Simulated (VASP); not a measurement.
# BPd4 (Pmm2) in VASP: single point with PBE

Aim: the single point of BPd4 with PBE.

Program: VASP 6.6.1. These are calculated values, not measurements. Logs are shortened: lines on timing, memory, paths and dates and some standing lists are left out, and cuts for length are marked.

## 1. The cell of the first run

The structure is orthorhombic, space group Pmm2 (No. 25). The conventional cell has a = 2.892 Å, b = 4.365 Å, c = 5.856 Å, α = 90.00°, β = 90.00°, γ = 90.00°. Within 2.6 Å of B (site symmetry mm2) lie 5 Pd at 1.96 to 2.18 Å. Pd (site symmetry mm2) has 2 B at 2.18 Å and 10 Pd at 2.89 to 3.07 Å within 3.1 Å. Pd (site symmetry mm2) has 12 Pd at 2.73 to 3.47 Å within 3.6 Å. Pd (site symmetry mm2) has 2 B at 2.03 Å and 10 Pd at 2.77 to 2.99 Å within 3.0 Å. Pd (site symmetry mm2) has 1 B at 1.96 Å within 2.6 Å.

## 2. Single point, PBE

Input file INCAR:

```
PREC = Accurate ; ENCUT = 630
EDIFF = 1E-6 ; ISMEAR = 0
SIGMA = 0.1 ; LREAL = F
LASPH = T ; NELM = 120
ALGO = Normal ; ISIF = 2
LWAVE = F ; LCHARG = F
GGA = PE ; NBANDS = 46
GGA_COMPAT = F
```

Input file KPOINTS:

```
regular mesh
0
Gamma
  6 4 4
```

Input file POSCAR:

```
BPd4
1.0
    2.8920300000      0.0000000000      0.0000000000
    0.0000000000      4.3650078800      0.0000000000
    0.0000000000      0.0000000000      5.8563151400
B Pd
1 4
Direct
    0.5000000000      0.0000000000      0.8632270100
    0.5000000000      0.5000000000      0.8675609800
    0.0000000000      0.5000000000      0.3291640000
    0.0000000000      0.0000000000      0.6194700000
    0.5000000000      0.0000000000      0.1975780000
```

Potentials or basis: VASP PAW PBE potentials, release 64 (B, Pd_sv_GW).

Command:

```bash
$ cat potpaw_PBE.64/B/POTCAR potpaw_PBE.64/Pd_sv_GW/POTCAR > POTCAR
$ mpirun -np 1 vasp_std > vasp.out
```

OUTCAR:

```text
PREC = Accurate
   ENCUT = 630
   EDIFF = 1E-6
   ISMEAR = 0
   LREAL = F
   LASPH = T
   NELM = 120
   ISIF = 2
   GGA = PE

 ion  position               nearest neighbor table
   1  0.500  0.000  0.863-   5 1.96   4 2.03   4 2.03   2 2.18   2 2.18
   2  0.500  0.500  0.868-   1 2.18   1 2.18
   3  0.000  0.500  0.329-
   4  0.000  0.000  0.619-   1 2.03   1 2.03
   5  0.500  0.000  0.198-   1 1.96

  LATTYP: Found a simple orthorhombic cell.
 ALAT       =     2.8920300000
 B/A-ratio  =     1.5093231675
 C/A-ratio  =     2.0249842291

  Lattice vectors:

 A1 = (   2.8920300000,   0.0000000000,   0.0000000000)
 A2 = (   0.0000000000,   4.3650078800,   0.0000000000)
 A3 = (   0.0000000000,   0.0000000000,   5.8563151400)

Analysis of symmetry for initial positions (statically):
=====================================================================
 Subroutine PRICEL returns:
 Original cell was already a primitive cell.

 Routine SETGRP: Setting up the symmetry group for a
 simple orthorhombic supercell.

 Subroutine GETGRP returns: Found  4 space group operations
 (whereof  4 operations were pure point group operations)
 out of a pool of  8 trial point group operations.

The static configuration has the point symmetry C_2v.

Analysis of symmetry for dynamics (positions and initial velocities):
=====================================================================
 Subroutine PRICEL returns:
 Original cell was already a primitive cell.

 Routine SETGRP: Setting up the symmetry group for a
 simple orthorhombic supercell.

 Subroutine GETGRP returns: Found  4 space group operations
 (whereof  4 operations were pure point group operations)
 out of a pool of  8 trial point group operations.

The dynamic configuration has the point symmetry C_2v.

 Subroutine INISYM returns: Found  4 space group operations
 (whereof  4 operations are pure point group operations),
 and found     1 'primitive' translations

----------------------------------------------------------------------------------------

                                     Primitive cell

  volume of cell :      73.9286

  direct lattice vectors                    reciprocal lattice vectors
     2.892030000  0.000000000  0.000000000     0.345777879  0.000000000  0.000000000
     0.000000000  4.365007880  0.000000000     0.000000000  0.229094661  0.000000000
     0.000000000  0.000000000  5.856315140     0.000000000  0.000000000  0.170755838

  length of vectors
     2.892030000  4.365007880  5.856315140     0.345777879  0.229094661  0.170755838

  position of ions in fractional coordinates (direct lattice)
     0.500000000  0.000000000  0.863227010
     0.500000000  0.500000000  0.867560980
     0.000000000  0.500000000  0.329164000
     0.000000000  0.000000000  0.619470000
     0.500000000  0.000000000  0.197578000

  ion indices of the primitive-cell ions
   primitive index   ion index
                 1           1
                 2           2
                 3           3
                 4           4
                 5           5

----------------------------------------------------------------------------------------

 KPOINTS: regular mesh

Automatic generation of k-mesh.
 Grid dimensions read from file:
 generate k-points for:    6    4    4

 Generating k-lattice:

  Cartesian coordinates                     Fractional coordinates (reciprocal lattice)
     0.057629647  0.000000000  0.000000000     0.166666667  0.000000000  0.000000000
     0.000000000  0.057273665  0.000000000     0.000000000  0.250000000  0.000000000
     0.000000000  0.000000000  0.042688960     0.000000000  0.000000000  0.250000000

  Length of vectors
     0.057629647  0.057273665  0.042688960

  Shift w.r.t. Gamma in fractional coordinates (k-lattice)
     0.000000000  0.000000000  0.000000000

 Subroutine IBZKPT returns following result:
 ===========================================

 Found     36 irreducible k-points:

 Following reciprocal coordinates:
            Coordinates               Weight
  0.000000  0.000000  0.000000      1.000000
  0.166667  0.000000  0.000000      2.000000
  0.333333  0.000000  0.000000      2.000000
  0.500000  0.000000  0.000000      1.000000
  0.000000  0.250000  0.000000      2.000000
  0.166667  0.250000  0.000000      4.000000
[... 16 lines left out ...]
  0.333333  0.500000  0.250000      4.000000
  0.500000  0.500000  0.250000      2.000000
 [... further k-points ...]
   k-points           NKPTS =     36   k-points in BZ     NKDIM =     36   number of bands    NBANDS=     46
   number of dos      NEDOS =    301   number of ions     NIONS =      5
   total plane-waves  NPLWV =  41472
   dimension x,y,z NGX =    24 NGY =   36 NGZ =   48
   dimension x,y,z NGXF=    48 NGYF=   72 NGZF=   96
   ions per type =               1   4
   NGX,Y,Z   is equivalent  to a cutoff of  13.80, 13.71, 13.63 a.u.
   NGXF,Y,Z  is equivalent  to a cutoff of  27.59, 27.42, 27.25 a.u.
 SYSTEM =  unknown system
   PREC   = accura    normal or accurate (medium, high low for compatibility)
   ISTART =      0    job   : 0-new  1-cont  2-samecut
   ICHARG =      2    charge: 1-file 2-atom 10-const
   ISPIN  =      1    spin polarized calculation?
   LNONCOLLINEAR =      F non collinear calculations
   LSORBIT =      F    spin-orbit coupling
   LASPH  =      T    aspherical Exc in radial PAW
   ENCUT  =  630.0 eV  46.30 Ry    6.80 a.u.   5.92  8.93 11.99*2*pi/ulx,y,z
   NELM   =    120;   NELMIN=  2; NELMDL= -5     # of ELM steps
   EDIFF  = 0.1E-05   stopping-criterion for ELM
   LREAL  =      F    real-space projection
   EDIFFG = 0.1E-04   stopping-criterion for IOM
   NSW    =      0    number of steps for IOM
   IBRION =     -1    ionic relax: 0-MD 1-quasi-New 2-CG
   NFREE  =      0    steps in history (QN), initial steepest desc. (CG)
   ISIF   =      2    stress and relaxation
   ISYM   =      2    0-nonsym 1-usesym 2-fastsym
   POTIM  = 0.5000    time-step for ionic-motion
   TEBEG  =    0.0;   TEEND  =   0.0 temperature during run
   PSTRESS=    0.0 pullay stress
   NELECT =      75.0000    total number of electrons
   NUPDOWN=      -1.0000    fix difference up-down
   EMIN   =  10.00;   EMAX   =-10.00  energy-range for DOS
   EFERMI =   0.00;   METHOD = LEGACY
   ISMEAR =     0;   SIGMA  =   0.10  broadening in eV -4-tet -1-fermi 0-gaus
   EFERMI_NEDOS =   21; number of points for ismear=-14 and -15
   IALGO  =     38    algorithm
   IMIX   =      4    mixing-type and parameters
     AMIX     =   0.40;   BMIX     =  1.00
     AMIX_MAG =   1.60;   BMIX_MAG =  1.00
  volume/ion in A,a.u.               =      14.79        99.78
  Fermi-wavevector in a.u.,A,eV,Ry     =   1.644969  3.108541 36.816337  2.705924
  Thomas-Fermi vector in A             =   2.734846
   LORBIT       =      0    0 simple, 1 ext, 2 COOP (PROOUT), +10 PAW based schemes
   GGA     = PE    functional components
   LHFCALC =     F    Hartree Fock is set to
   AEXX    =    0.0000 exact exchange contribution
   IVDW    =     0    specifies the selected vdW correction
   LEPSILON=     F    determine dielectric tensor
   LRPA    =     F    only Hartree local field effects (RPA)
 non-spin polarized calculation
 Gauss-broadening in eV      SIGMA  =   0.10
  energy-cutoff  :      630.00
  volume of cell :       73.93
 maximum number of plane-waves:      2678
 NGX is ok and might be reduce to    24
   NGX = 11   NGY = 17   NGZ = 23

 number of electron      75.0000022 magnetization

 Free energy of the ion-electron system (eV)
  ---------------------------------------------------
  ext. energy  EPLUGINS =         0.00000000
  ---------------------------------------------------
  free energy    TOTEN  =       -21.75299690 eV

  energy without entropy =      -21.74185417  energy(sigma->0) =      -21.74742554

 E-fermi :   6.9772     XC(G=0): -12.5686

 val. band max:        6.9756333423   @ k =   0.0000   0.2500   0.2500
 cond. band min:       7.0110241090   @ k =   0.5000   0.0000   0.5000
 fundamental gap:      0.0353907668
 Fermi energy:         6.9771569472

 k-point     1 :       0.0000    0.0000    0.0000
  band No.  band energies     occupation
      1     -77.7053      2.00000
      2     -77.4327      2.00000
      3     -77.0378      2.00000
      4     -76.6298      2.00000
      5     -43.5896      2.00000
      6     -43.4594      2.00000
[... 38 lines left out ...]
     45      15.7007      0.00000
     46      16.7970      0.00000

 k-point     2 :       0.1667    0.0000    0.0000
  band No.  band energies     occupation
      1     -77.7029      2.00000
      2     -77.4304      2.00000
      3     -77.0356      2.00000
      4     -76.6277      2.00000
      5     -43.5827      2.00000
      6     -43.4973      2.00000
[... 38 lines left out ...]
     45      16.0523      0.00000
     46      17.2656      0.00000

 k-point     3 :       0.3333    0.0000    0.0000
  band No.  band energies     occupation
      1     -77.6980      2.00000
      2     -77.4257      2.00000
      3     -77.0311      2.00000
      4     -76.6234      2.00000
      5     -43.5702      2.00000
      6     -43.5646      2.00000
[... 38 lines left out ...]
     45      15.1064      0.00000
     46      17.0184      0.00000

 k-point     4 :       0.5000    0.0000    0.0000
  band No.  band energies     occupation
      1     -77.6955      2.00000
      2     -77.4234      2.00000
      3     -77.0289      2.00000
      4     -76.6212      2.00000
      5     -43.6012      2.00000
      6     -43.5598      2.00000
[... 920 lines left out ...]
     45      16.9182      0.00000
     46      19.4054      0.00000

 k-point    23 :       0.3333    0.5000    0.2500
  band No.  band energies     occupation
      1     -77.6979      2.00000
      2     -77.4255      2.00000
      3     -77.0312      2.00000
      4     -76.6236      2.00000
      5     -43.5716      2.00000
      6     -43.5674      2.00000
[... 38 lines left out ...]
     45      15.8224      0.00000
     46      16.7612      0.00000

 k-point    24 :       0.5000    0.5000    0.2500
  band No.  band energies     occupation
      1     -77.6955      2.00000
      2     -77.4233      2.00000
      3     -77.0290      2.00000
      4     -76.6213      2.00000
      5     -43.6029      2.00000
      6     -43.5622      2.00000
[... 38 lines left out ...]
     45      15.3308      0.00000
     46      16.5344      0.00000

 [... further k-points ...]

------------------------ aborting loop because EDIFF is reached ----------------------------------------

  FORCE on cell =-STRESS in cart. coord.  units (eV):
  Direction    XX          YY          ZZ          XY          YZ          ZX
  --------------------------------------------------------------------------------------
  -------------------------------------------------------------------------------------
  Total       -1.1399309     -0.4179921     -0.7464742      0.0000000      0.0000000      0.0000000
  in kB      -24.7045439     -9.0587118    -16.1775636      0.0000000      0.0000000      0.0000000
  external PRESSURE =     -16.6469398 kB  Pullay stress =       0.0000000 kB

 VOLUME and BASIS-vectors are now :
 -----------------------------------------------------------------------------
  energy-cutoff  :      630.00
  volume of cell :       73.93
      direct lattice vectors                 reciprocal lattice vectors
     2.892030000  0.000000000  0.000000000     0.345777879  0.000000000  0.000000000
     0.000000000  4.365007880  0.000000000     0.000000000  0.229094661  0.000000000
     0.000000000  0.000000000  5.856315140     0.000000000  0.000000000  0.170755838

 POSITION                                       TOTAL-FORCE (eV/Angst)
 -----------------------------------------------------------------------------------
      1.44602      0.00000      5.05533         0.000000      0.000000      0.136376
      1.44602      2.18250      5.08071         0.000000      0.000000      0.133419
      0.00000      2.18250      1.92769         0.000000      0.000000     -0.006422
      0.00000      0.00000      3.62781         0.000000      0.000000      0.012579
      1.44602      0.00000      1.15708         0.000000      0.000000     -0.275952
 -----------------------------------------------------------------------------------
    total drift:                                0.000000      0.000000     -0.000954

  FREE ENERGIE OF THE ION-ELECTRON SYSTEM (eV)
  ---------------------------------------------------
  free  energy   TOTEN  =       -21.7529968987 eV

  energy  without entropy=      -21.7418541732  energy(sigma->0) =      -21.74742554
```

It took 3.3 min on 1 thread of Intel Xeon 6975P-C (Granite Rapids), shared host; peak memory 0.29 GiB.

What came out:

```
Free energy            : -21.7530 eV
Pressure               : -1.7 GPa
Largest force          : 0.276 eV/Å
Band gap on the k mesh : zero (an odd number of electrons rules out a gap without spin polarisation)
```

Forces on the atoms (eV/Å):
```
B    0.000  0.000  0.136
Pd   0.000  0.000  0.133
Pd   0.000  0.000 -0.006
Pd   0.000  0.000  0.013
Pd   0.000  0.000 -0.276
```

Stress tensor (GPa, compression positive):
```
-2.47  0.00  0.00
 0.00 -0.91  0.00
 0.00  0.00 -1.62
```

Levels at points of the mesh, in eV from the Fermi level:
```tsv
k point	band 34	band 35	band 36	band 37	band 38	band 39	band 40	band 41
(0.00, 0.00, 0.00)	-1.35	-1.18	-0.79	-0.51	-0.25	0.09	0.45	5.26
(0.50, 0.00, 0.00)	-0.62	-0.58	-0.28	0.45	0.47	1.82	2.54	3.46
(0.00, 0.50, 0.00)	-1.44	-0.95	-0.86	-0.83	-0.72	-0.42	1.44	2.29
(0.50, 0.50, 0.00)	-0.74	-0.35	-0.03	0.81	1.49	2.36	2.41	3.10
(0.00, 0.00, 0.50)	-1.26	-1.23	-1.07	-0.80	0.07	1.64	1.96	4.54
(0.50, 0.00, 0.50)	-0.60	-0.54	-0.27	0.03	0.57	1.58	2.42	2.86
(0.00, 0.50, 0.50)	-1.14	-0.94	-0.85	-0.79	-0.43	-0.39	-0.09	3.33
(0.50, 0.50, 0.50)	-0.66	-0.60	-0.16	-0.13	1.07	2.24	2.44	2.71
```

Caveat: the k points lie up to 0.36 Å⁻¹ apart, too coarse for converged energies and pressures of a metal.

The gap in the log of VASP goes by the Fermi energy; the results here count the filled bands.